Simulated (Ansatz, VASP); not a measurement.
One calculation of TiO2, two programs

The input POSCAR:

```
TiO2
1.0
    4.5969450438      0.0000000000      0.0000000000
    0.0000000000      4.5969450438      0.0000000000
    0.0000000000      0.0000000000      2.9535430429
Ti O
2 4
Direct
    0.0000000000      0.0000000000      0.0000000000
    0.5000000000      0.5000000000      0.5000000000
    0.3046314523      0.3046314523      0.0000000000
    0.1953685477      0.8046314523      0.5000000000
    0.6953685477      0.6953685477      0.0000000000
    0.8046314523      0.1953685477      0.5000000000
```

The input INCAR.step1:

```
SYSTEM = TiO2
PREC     = Accurate       ! precision mode
ENCUT    = 520            ! plane-wave cutoff, eV
ISMEAR   = 0              ! smearing method
SIGMA    = 0.02           ! smearing width, eV
LREAL    = .False.        ! projectors in reciprocal space
LASPH    = .True.         ! aspherical terms in the spheres
NELM     = 60             ! most SCF steps
NBANDS   = 33             ! bands
GGA      = PE             ! functional
ALGO     = Normal         ! electronic algorithm
EDIFF    = 1E-4           ! SCF threshold, eV
LWAVE    = .True.         ! write WAVECAR
LCHARG   = .False.        ! write CHGCAR
```

Contents of INCAR.step2:

```
SYSTEM = TiO2
PREC     = Accurate       ! precision mode
ENCUT    = 520            ! plane-wave cutoff, eV
EDIFF    = 1E-6           ! SCF threshold, eV
ISMEAR   = 0              ! smearing method
SIGMA    = 0.02           ! smearing width, eV
LREAL    = .False.        ! projectors in reciprocal space
LASPH    = .True.         ! aspherical terms in the spheres
NELM     = 60             ! most SCF steps
ALGO     = Normal         ! electronic algorithm
ISIF     = 2              ! what is computed and relaxed
LWAVE    = .False.        ! write WAVECAR
LCHARG   = .False.        ! write CHGCAR
METAGGA  = R2SCAN         ! meta-GGA
LMIXTAU  = .True.       
NBANDS   = 33             ! bands
ISTART   = 1
```

Contents of KPOINTS:

```
regular mesh
0
Gamma
  6 6 10
  0 0 0
```

Input for Ansatz:

```yaml
crystal:
  lattice:
    - [4.5969450441, 0.0, 0.0]
    - [0.0, 4.5969450441, 0.0]
    - [0.0, 0.0, 2.9535430427]
  atoms:
    - { symbol: Ti, position: [0.0, 0.0, 0.0] }
    - { symbol: Ti, position: [0.5, 0.5, 0.5] }
    - { symbol: O, position: [0.3046314522, 0.3046314522, 0.0] }
    - { symbol: O, position: [0.1953685478, 0.8046314522, 0.5] }
    - { symbol: O, position: [0.6953685478, 0.6953685478, 0.0] }
    - { symbol: O, position: [0.8046314522, 0.1953685478, 0.5] }
basis:
  ecutwfc: 500
kpoints:
  mp_grid: { grid: [6, 6, 10] }
  band_path:
    path:
      - [[0.0, 0.0, 0.0], [0.0, 0.5, 0.0], [0.5, 0.5, 0.0], [0.0, 0.0, 0.0], [0.0, 0.0, 0.5], [0.0, 0.5, 0.5], [0.5, 0.5, 0.5], [0.0, 0.0, 0.5]]
      - [[0.0, 0.5, 0.0], [0.0, 0.5, 0.5]]
      - [[0.5, 0.5, 0.0], [0.5, 0.5, 0.5]]
    npoints: 14
hamiltonian:
  xc: r2scan
scf:
  occupations: { method: gaussian, width: 0.02 }
  n_extra_bands: 15
output:
  forces: true
  stress: true
  eigenvalues: true
  populations: true
  dos: { projected: true, de: 0.02, nscf_kmesh: { grid: [9, 9, 15] } }
  bader: true
  write_density: true
  write_potential: true
  elf: true
  volumetric_format: npy
```

Alike in both runs: task single point; functional r2SCAN; k mesh 6 × 6 × 10; occupations gaussian, width 0.02 eV; no spin polarisation.

```csv
,VASP,Ansatz
version,VASP 6.6.1,Ansatz 0.2.0
potentials or method,"VASP PAW PBE potentials, release 64 (Ti_sv, O), cutoff 520 eV","scalar-relativistic, plane waves, PAW"
valence electrons in the cell,48,48
```

Ansatz gave:

| Item | Value |
| --- | --- |
| gap on the k mesh at the Fermi level (eV) | 2.22 |
| least direct gap on the mesh (eV) | 2.22 |
| pressure (GPa) | 0.0 |
| traceless stress, the component that is largest in VASP (GPa) | 0.02 |
| rms of the force components (eV/Å) | 0.001 |

Task: What did VASP give for the same quantities?

Result: gap on the k mesh at the Fermi level (eV): 2.23; least direct gap on the mesh (eV): 2.23; pressure (GPa): 1.3; traceless stress, the component that is largest in VASP (GPa): 0.48; rms of the force components (eV/Å): 0.017.

VASP's potentials were made for PBE, not for r2SCAN. Atom by atom the forces differ by 0.016 eV/Å (rms over components).
